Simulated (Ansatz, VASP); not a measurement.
# WC in VASP and in Ansatz

```
CELL_PARAMETERS angstrom
2.91971 0.00000 0.00000
-1.45986 2.52854 0.00000
0.00000 0.00000 2.84774
ATOMIC_POSITIONS crystal
W 0.00000 0.00000 0.00000
C 0.66667 0.33333 0.50000
```

Change from the starting cell: volume scaled by 1.02.

Alike in both runs: task single point; functional PBE; k mesh 14 × 14 × 13; occupations fermi-dirac, width 0.05 eV; no spin polarisation.

```csv
,VASP,Ansatz
version,VASP 6.6.1,Ansatz 0.2.0
potentials or method,"VASP PAW PBE potentials, release 64 (W_sv, C), cutoff 520 eV","all-electron LAPW, scalar-relativistic"
```

```csv
,VASP,Ansatz,Ansatz less VASP
pressure (GPa),1.5,0.6,-0.96
"traceless stress, the component that is largest in VASP (GPa)",-0.09,-0.29,-0.193
```

Ansatz ran all-electron here, and VASP with PAW potentials.

Spin-orbit coupling is off throughout.
